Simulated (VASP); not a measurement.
# BeC (P6_3/mmc) in VASP: a series of runs, part 3 of 3

VASP 6.6.1. Earlier steps stand in the parts before.

## Step 5: Relaxation of cell and atoms, PBE

This run uses another cell than the first one, of 8.13 Å³/atom, 0.998 times its volume.

Input file INCAR:

```
SYSTEM = BeC
PREC     = Accurate       ! precision mode
ENCUT    = 600            ! plane-wave cutoff, eV
EDIFF    = 1E-7           ! SCF threshold, eV
ISMEAR   = 0              ! smearing method
SIGMA    = 0.1            ! smearing width, eV
LREAL    = .False.        ! projectors in reciprocal space
LASPH    = .True.         ! aspherical terms in the spheres
NELM     = 100            ! most SCF steps
ALGO     = Normal         ! electronic algorithm
ISIF     = 3              ! what is computed and relaxed
LWAVE    = .False.        ! write WAVECAR
LCHARG   = .False.        ! write CHGCAR
GGA      = PE             ! functional
IBRION   = 2              ! ionic algorithm
NSW      = 90             ! ionic steps
EDIFFG   = -0.04          ! ionic threshold
```

Input file KPOINTS:

```
regular mesh
0
Gamma
  6 6 6
  0 0 0
```

Input file POSCAR:

```
BeC
1.0
    3.1790332181      0.0000000000      0.0000000000
   -1.5895166091      2.7531235264      0.0000000000
    0.0000000000      0.0000000000      3.7154542589
Be C
2 2
Direct
    0.3333333333      0.6666666667      0.7500000000
    0.6666666667      0.3333333333      0.2500000000
    0.3333333333      0.6666666667      0.2500000000
    0.6666666667      0.3333333333      0.7500000000
```

Potentials or basis: VASP PAW PBE potentials, release 64 (Be, C).

Command:

```sh
$ cat potpaw_PBE.64/Be/POTCAR potpaw_PBE.64/C/POTCAR > POTCAR
$ mpirun -np 1 vasp_std > vasp.out
```

OUTCAR:

```text
SYSTEM = BeC
   PREC = Accurate
   ENCUT = 600
   EDIFF = 1E-7
   ISMEAR = 0
   LREAL = .False.
   LASPH = .True.
   NELM = 100
   ISIF = 3
   GGA = PE
   IBRION = 2
   NSW = 90
   EDIFFG = -0.04

 ion  position               nearest neighbor table
   1  0.333  0.667  0.750-   4 1.84   4 1.84   4 1.84   3 1.86   3 1.86
   2  0.667  0.333  0.250-   3 1.84   3 1.84   3 1.84   4 1.86   4 1.86
   3  0.333  0.667  0.250-   2 1.84   2 1.84   2 1.84   1 1.86   1 1.86
   4  0.667  0.333  0.750-   1 1.84   1 1.84   1 1.84   2 1.86   2 1.86

  LATTYP: Found a hexagonal cell.
 ALAT       =     3.1790332181
 C/A-ratio  =     1.1687371613

  Lattice vectors:

 A1 = (   3.1790332181,   0.0000000000,   0.0000000000)
 A2 = (  -1.5895166091,   2.7531235264,   0.0000000000)
 A3 = (   0.0000000000,   0.0000000000,   3.7154542589)

Analysis of symmetry for initial positions (statically):
=====================================================================
 Subroutine PRICEL returns:
 Original cell was already a primitive cell.

 Routine SETGRP: Setting up the symmetry group for a
 hexagonal supercell.

 Subroutine GETGRP returns: Found 24 space group operations
 (whereof 12 operations were pure point group operations)
 out of a pool of 24 trial point group operations.

The static configuration has the point symmetry D_3d.
 The point group associated with its full space group is D_6h.

Analysis of symmetry for dynamics (positions and initial velocities):
=====================================================================
 Subroutine PRICEL returns:
 Original cell was already a primitive cell.

 Routine SETGRP: Setting up the symmetry group for a
 hexagonal supercell.

 Subroutine GETGRP returns: Found 24 space group operations
 (whereof 12 operations were pure point group operations)
 out of a pool of 24 trial point group operations.
[... 185 lines left out ...]

  FREE ENERGIE OF THE ION-ELECTRON SYSTEM (eV)
  ---------------------------------------------------
  free  energy   TOTEN  =       -21.4747435681 eV

  energy  without entropy=      -21.4665870087  energy(sigma->0) =      -21.47066529

--------------------------------------- Ionic step        2  -------------------------------------------

 number of electron      12.0000000 magnetization

 Free energy of the ion-electron system (eV)
  ---------------------------------------------------
  ext. energy  EPLUGINS =         0.00000000
  ---------------------------------------------------
  free energy    TOTEN  =       -21.47563582 eV

  energy without entropy =      -21.46824087  energy(sigma->0) =      -21.47193834

 E-fermi :   4.9321     XC(G=0): -10.8722

 val. band max:        4.8376105160   @ k =   0.3333  -0.0000   0.3333
 cond. band min:       4.9757213134   @ k =   0.3333   0.1667   0.1667
 fundamental gap:      0.1381107974
 Fermi energy:         4.9321172777

 k-point     1 :       0.0000    0.0000    0.0000
  band No.  band energies     occupation
      1      -9.1684      2.00000
      2      -1.9952      2.00000
      3      -1.3915      2.00000
      4       3.0016      2.00000
      5       3.0016      2.00000
      6       6.6693      0.00000
      7       6.6693      0.00000
      8       7.1954      0.00000
      9      12.7146      0.00000
     10      13.0594      0.00000
[... 287 lines left out ...]
 k-point    24 :       0.3333   -0.0000    0.5000
  band No.  band energies     occupation
      1      -6.1179      2.00000
      2      -6.1179      2.00000
      3       0.3267      2.00000
      4       0.3267      2.00000
      5       3.5115      2.00000
      6       3.5115      2.00000
      7       6.6168      0.00000
      8       6.6168      0.00000
      9      13.5733      0.00000
     10      13.5733      0.00000

 [... further k-points ...]

------------------------ aborting loop because EDIFF is reached ----------------------------------------

  FORCE on cell =-STRESS in cart. coord.  units (eV):
  Direction    XX          YY          ZZ          XY          YZ          ZX
  --------------------------------------------------------------------------------------
  -------------------------------------------------------------------------------------
  Total        0.0656919      0.0656919     -0.0567678     -0.0000000      0.0000000      0.0000000
  in kB        3.2365470      3.2365470     -2.7968713     -0.0000000      0.0000000      0.0000000
  external PRESSURE =       1.2254076 kB  Pullay stress =       0.0000000 kB

 VOLUME and BASIS-vectors are now :
 -----------------------------------------------------------------------------
  energy-cutoff  :      600.00
  volume of cell :       32.52
      direct lattice vectors                 reciprocal lattice vectors
     3.184302945 -0.000000000  0.000000000     0.314040472  0.181311351 -0.000000000
    -1.592151473  2.757687244  0.000000000     0.000000000  0.362622702 -0.000000000
     0.000000000  0.000000000  3.703230806    -0.000000000 -0.000000000  0.270034479

 POSITION                                       TOTAL-FORCE (eV/Angst)
 -----------------------------------------------------------------------------------
     -0.00000      1.83846      2.77742        -0.000000     -0.000000      0.000000
      1.59215      0.91923      0.92581         0.000000      0.000000      0.000000
     -0.00000      1.83846      0.92581         0.000000      0.000000      0.000000
      1.59215      0.91923      2.77742        -0.000000      0.000000      0.000000
 -----------------------------------------------------------------------------------
    total drift:                                0.000000     -0.000000      0.000000

  FREE ENERGIE OF THE ION-ELECTRON SYSTEM (eV)
  ---------------------------------------------------
  free  energy   TOTEN  =       -21.4756358190 eV

  energy  without entropy=      -21.4682408679  energy(sigma->0) =      -21.47193834

 reached required accuracy - stopping structural energy minimisation
```

CONTCAR:

```text
BeC
   1.00000000000000
     3.1843029454483291   -0.0000000000000957    0.0000000000000000
    -1.5921514727743302    2.7576872441549711    0.0000000000000000
     0.0000000000000000    0.0000000000000000    3.7032308061494659
  Be              C
     2     2
Direct
     0.3333333332999970    0.6666666667000030    0.7500000000000000
     0.6666666667000030    0.3333333332999970    0.2500000000000000
     0.3333333332999970    0.6666666667000030    0.2500000000000000
     0.6666666667000030    0.3333333332999970    0.7500000000000000

  0.00000000E+00  0.00000000E+00  0.00000000E+00
  0.00000000E+00  0.00000000E+00  0.00000000E+00
  0.00000000E+00  0.00000000E+00  0.00000000E+00
  0.00000000E+00  0.00000000E+00  0.00000000E+00
```

Run time: 11 s. Hardware: 1 thread of Intel Xeon 6975P-C (Granite Rapids), shared host; peak memory 0.15 GiB.

What came out:

| Quantity | Value |
| --- | --- |
| Free energy | -21.4756 eV |
| Energy gained by relaxing | 0.2 meV/atom |
| Ionic steps | 2 |
| Pressure after relaxing | 0.1 GPa |
| Band gap on the k mesh | zero (band 6 reaches 6.67 eV, above the bottom of band 7 at 4.03 eV) |

Step by step:
```
step  energy change (eV)  largest force (eV/Å)  pressure (GPa)  volume (Å³)
   1              0.0000                0.0000            0.00        32.52
   2             -0.0009                0.0000            0.12        32.52
```

Final structure:
```xyz
4
Lattice="3.1843 0.0000 0.0000 -1.5922 2.7577 0.0000 0.0000 0.0000 3.7032" Properties=species:S:1:pos:R:3 pbc="T T T"
Be    0.0000    1.8385    2.7774
Be    1.5922    0.9192    0.9258
C     0.0000    1.8385    0.9258
C     1.5922    0.9192    2.7774
```

Caveat: the k points lie up to 0.38 Å⁻¹ apart in the final cell.

## Step 6: Single point, PBE

This run uses another cell than the first one, of 8.13 Å³/atom, 0.998 times its volume.

Input file INCAR:

```
SYSTEM = BeC
ALGO = Normal
EDIFF = 1E-7
ENCUT = 520
GGA = PE
ISIF = 2
ISMEAR = 0
LASPH = .TRUE.
LCHARG = .TRUE.
LELF = .TRUE.
LREAL = .FALSE.
LVHAR = .TRUE.
LWAVE = .FALSE.
NBANDS = 14
NELM = 100
PREC = Accurate
SIGMA = 0.1
```

Input file KPOINTS:

```
k-points
0
G
  9 9 4
  0 0 0
```

Input file POSCAR:

```
BeC
1.0
    3.1790332181     -0.0000000032      0.0000000000
   -1.5895166063      2.7531235280      0.0000000000
    0.0000000000      0.0000000000      3.7154542589
Be C
2 2
Direct
    0.3333333333      0.6666666667     -0.0575122560
    0.6666666667      0.3333333333      0.4424877440
    0.3333333333      0.6666666667      0.4425122460
    0.6666666667      0.3333333333      0.9425122460
```

Potentials or basis: VASP PAW PBE potentials, release 64 (Be, C).

Command:

```sh
$ cat potpaw_PBE.64/Be/POTCAR potpaw_PBE.64/C/POTCAR > POTCAR
$ mpirun -np 1 vasp_std > vasp.out
```

OUTCAR:

```text
SYSTEM = BeC
   EDIFF = 1E-7
   ENCUT = 520
   GGA = PE
   ISIF = 2
   ISMEAR = 0
   LASPH = .TRUE.
   LREAL = .FALSE.
   NELM = 100
   PREC = Accurate

 ion  position               nearest neighbor table
   1  0.333  0.667  0.942-   4 1.84   4 1.84   4 1.84   3 1.86   3 1.86
   2  0.667  0.333  0.442-   3 1.84   3 1.84   3 1.84   4 1.86   4 1.86
   3  0.333  0.667  0.443-   2 1.84   2 1.84   2 1.84   1 1.86   1 1.86
   4  0.667  0.333  0.943-   1 1.84   1 1.84   1 1.84   2 1.86   2 1.86

[... 611 lines left out ...]
  Direction    XX          YY          ZZ          XY          YZ          ZX
  --------------------------------------------------------------------------------------
  -------------------------------------------------------------------------------------
  Total        0.0699186      0.0699186      0.0454685     -0.0000000      0.0000000      0.0000000
  in kB        3.4448546      3.4448547      2.2402111     -0.0000000      0.0000000      0.0000000
  external PRESSURE =       3.0433068 kB  Pullay stress =       0.0000000 kB

 VOLUME and BASIS-vectors are now :
 -----------------------------------------------------------------------------
  energy-cutoff  :      520.00
  volume of cell :       32.52
      direct lattice vectors                 reciprocal lattice vectors
     3.179033218 -0.000000003  0.000000000     0.314561042  0.181611902  0.000000000
    -1.589516606  2.753123528  0.000000000     0.000000000  0.363223804  0.000000000
     0.000000000  0.000000000  3.715454259     0.000000000  0.000000000  0.269146094

 POSITION                                       TOTAL-FORCE (eV/Angst)
 -----------------------------------------------------------------------------------
      0.00000      1.83542      3.50177        -0.000000     -0.000000      0.000861
      1.58952      0.91771      1.64404         0.000000      0.000000      0.000861
      0.00000      1.83542      1.64413        -0.000000      0.000000     -0.000861
      1.58952      0.91771      3.50186         0.000000     -0.000000     -0.000861
 -----------------------------------------------------------------------------------
    total drift:                               -0.000000      0.000000      0.000037

  FREE ENERGIE OF THE ION-ELECTRON SYSTEM (eV)
  ---------------------------------------------------
  free  energy   TOTEN  =       -21.4616306937 eV

  energy  without entropy=      -21.4569667196  energy(sigma->0) =      -21.45929871
```

OSZICAR:

```text
N       E                     dE             d eps       ncg     rms          rms(c)
DAV:   1     0.156478987240E+02    0.15648E+02   -0.56205E+03  1008   0.763E+02
DAV:   2    -0.203397189526E+02   -0.35988E+02   -0.34085E+02  1408   0.148E+02
DAV:   3    -0.219413728597E+02   -0.16017E+01   -0.15867E+01  1424   0.256E+01
DAV:   4    -0.219580036710E+02   -0.16631E-01   -0.16627E-01  1110   0.316E+00
DAV:   5    -0.219582139033E+02   -0.21023E-03   -0.21022E-03  1400   0.312E-01    0.363E+00
DAV:   6    -0.215476868314E+02    0.41053E+00   -0.38398E-01  1146   0.356E+00    0.195E+00
DAV:   7    -0.214632837982E+02    0.84403E-01   -0.17894E-01  1262   0.271E+00    0.809E-01
DAV:   8    -0.214615897396E+02    0.16941E-02   -0.12604E-02  1246   0.952E-01    0.936E-02
DAV:   9    -0.214615460903E+02    0.43649E-04   -0.31945E-04  1320   0.126E-01    0.388E-02
DAV:  10    -0.214616296923E+02   -0.83602E-04   -0.10562E-04  1134   0.705E-02    0.794E-03
DAV:  11    -0.214616310791E+02   -0.13868E-05   -0.97863E-06  1316   0.191E-02    0.591E-03
DAV:  12    -0.214616307784E+02    0.30073E-06   -0.16639E-06  1260   0.773E-03    0.407E-04
DAV:  13    -0.214616306937E+02    0.84672E-07   -0.64310E-08   786   0.191E-03
   1 F= -.21461631E+02 E0= -.21459299E+02  d E =-.466397E-02
```

Run time: 9.4 s. Hardware: 1 thread of Intel Xeon Platinum 8375C at 2.90GHz (Ice Lake), shared host; peak memory 0.14 GiB.

What came out:

| Item | Value |
| --- | --- |
| Free energy | -21.4616 eV |
| Pressure | 0.3 GPa |
| Band gap on the k mesh | zero (band 6 reaches 6.65 eV, above the bottom of band 7 at 4.03 eV) |

Stress tensor (GPa, compression positive):
```
0.34 0.00 0.00
0.00 0.34 0.00
0.00 0.00 0.22
```

Caveat: the k points lie up to 0.42 Å⁻¹ apart.

## Step 7: The runs side by side

```csv
task,cell,k mesh,cutoff (eV),gap on the mesh (eV),pressure (GPa),relaxed volume (Å³/atom)
single point,"a = 3.195, b = 3.195, c = 3.688 Å, angles 90.0, 90.0, 120.0°, 4 atoms",18 × 18 × 12,520,none,0.2,-
relaxation of cell and atoms,"relaxed from a = 3.188, b = 3.188, c = 3.698 Å, angles 90.0, 90.0, 120.0°, 4 atoms",18 × 18 × 12,600,none,-0.1,8.16
single point,"a = 3.188, b = 3.188, c = 3.698 Å, angles 90.0, 90.0, 120.0°, 4 atoms",6 × 6 × 6,520,none,0.2,-
relaxation of cell and atoms,"relaxed from a = 3.179, b = 3.179, c = 3.715 Å, angles 90.0, 90.0, 120.0°, 4 atoms",6 × 6 × 6,600,none,0.1,8.13
single point,"a = 3.179, b = 3.179, c = 3.715 Å, angles 90.0, 90.0, 120.0°, 4 atoms",9 × 9 × 4,520,none,0.3,-
```

Alike in all rows: level PBE; potentials or basis VASP PAW PBE potentials, release 64 (Be, C); no spin polarisation; smearing gaussian 0.1 eV.

Caveats: some runs use coarse meshes.

Absolute energies hang on the potentials; compare differences alone.
